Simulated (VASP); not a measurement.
RbBr:

```
Rb Br
1.0
     0.00000    3.46083    3.46083
     3.46083    0.00000    3.46083
     3.46083    3.46083    0.00000
Rb Br
1 1
Direct
  0.00000 0.00000 0.00000
  0.50000 0.50000 0.50000
```

Base run:

- Program: VASP 6.6.1
- Functional: HSE06
- Potentials or basis: VASP PAW PBE potentials, release 64 (Rb_sv, Br)
- Cutoff: 520 eV
- k mesh: 4 × 4 × 4
- Occupations: gaussian, width 0.01 eV
- Spin: no spin polarisation

Its results: band gap on the k mesh 5.44 eV; pressure 0.3 GPa.

**Question.** The run is repeated on the same cell with these changes: functional from HSE06 to PBE. What comes out?

**Answer.** Band gap on the k mesh 4.29 eV; pressure 0.6 GPa.

Caveats: the PAW data sets were made with another functional, which shifts forces and pressure a little (at least some runs).

